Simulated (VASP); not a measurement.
KBr, 2 atoms in the cell. Symmetry: Fm-3m, No. 225, cubic system. The conventional cell has a = 6.322 Å, b = 6.322 Å, c = 6.322 Å, α = 90.00°, β = 90.00°, γ = 90.00°. Within 4.2 Å of K (site symmetry m-3m) lie 6 Br at 3.16 Å. Br (site symmetry m-3m) has 6 K at 3.16 Å within 4.2 Å.  This cell differs from its parent crystal: strain -0.040 along x and y, -0.040 along z.

| Item | Value |
| --- | --- |
| Program | VASP 6.6.1 |
| Task | single point |
| Functional | PBE |
| Potentials or basis | VASP PAW PBE potentials, release 64 (K_sv, Br) |
| Cutoff | 520 eV |
| k mesh | 6 × 6 × 6 |
| Occupations | gaussian, width 0.05 eV |
| Spin | no spin polarisation |
| Dipole correction | no |
| Further INCAR settings | ALGO = Normal; EDIFF = 1e-06; NBANDS = 15 |

Potentials or basis: VASP PAW PBE potentials, release 64 (K_sv, Br).

Command:

```console
$ cat potpaw_PBE.64/K_sv/POTCAR potpaw_PBE.64/Br/POTCAR > POTCAR
$ mpirun -np 1 vasp_std > vasp.out
```

Hardware: 1 thread of AMD EPYC 7R13, on a shared host.

How long does it take, and how much memory?

Run time: 36 s on 1 thread of AMD EPYC 7R13, with other jobs on the host, peak memory 0.18 GiB. Counts: scf iterations 12, k points 16.
